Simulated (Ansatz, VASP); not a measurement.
CdS in VASP and in Ansatz

The input INCAR:

```
PREC     = Accurate       # precision mode
ENCUT    = 520            # plane-wave cutoff, eV
EDIFF    = 1E-6           # SCF threshold, eV
ISMEAR   = 0              # smearing method
SIGMA    = 0.05           # smearing width, eV
LREAL    = F              # projectors in reciprocal space
LASPH    = T              # aspherical terms in the spheres
NELM     = 100            # most SCF steps
ALGO     = Normal         # electronic algorithm
ISIF     = 2              # what is computed and relaxed
LWAVE    = F              # write WAVECAR
LCHARG   = F              # write CHGCAR
NBANDS   = 16             # bands
```

KPOINTS

```
regular mesh
0
Gamma
  9 9 6
```

POSCAR

```
CdS
1.0
    4.2611695877      0.0000000000      0.0000000000
   -2.1305847939      3.6902811128      0.0000000000
    0.0000000000      0.0000000000      5.8041729400
Cd S
1 1
Direct
    0.0000000000      0.0000000000      0.4426919200
    0.6666666667      0.3333333333      0.4343080800
```

Input for Ansatz:

```yaml
crystal:
  lattice:
    - [4.2611695877, 0.0, 0.0]
    - [-2.1305847939, 3.6902811128, 0.0]
    - [0.0, 0.0, 5.80417294]
  atoms:
    - { symbol: Cd, position: [0.0, 0.0, 0.44269192] }
    - { symbol: S, position: [0.6666666667, 0.3333333333, 0.43430808] }
basis:
  ecutwfc: 420
kpoints:
  mp_grid: { grid: [9, 9, 6] }
hamiltonian:
  xc: lda
scf:
  occupations: { method: gaussian, width: 0.05 }
output:
  forces: true
  stress: true
  eigenvalues: true
```

Alike in both runs: task single point; functional LDA; k mesh 9 × 9 × 6; occupations gaussian, width 0.05 eV; no spin polarisation.

```csv
,VASP,Ansatz
version,VASP 6.6.1,Ansatz 0.2.0
potentials or method,"VASP PAW LDA potentials, release 64 (Cd, S), cutoff 520 eV","scalar-relativistic, plane waves, PAW"
valence electrons in the cell,18,26
```

```csv
,VASP,Ansatz,Ansatz less VASP
gap on the k mesh at the Fermi level (eV),1.28,1.25,-0.030
least direct gap on the mesh (eV),1.29,1.27,-0.026
pressure (GPa),-2.3,-2.5,-0.23
"traceless stress, the component that is largest in VASP (GPa)",2.16,2.40,+0.241
rms of the force components (eV/Å),0.014,0.015,+0.0018
```

LDA's correlation is that of Perdew and Zunger in VASP and of Perdew and Wang (1992) in Ansatz. Atom by atom the forces differ by 0.002 eV/Å (rms over components). VASP's potentials hold 18 valence electrons a cell and Ansatz's 26, so a difference there can come from the potentials and not from the codes.
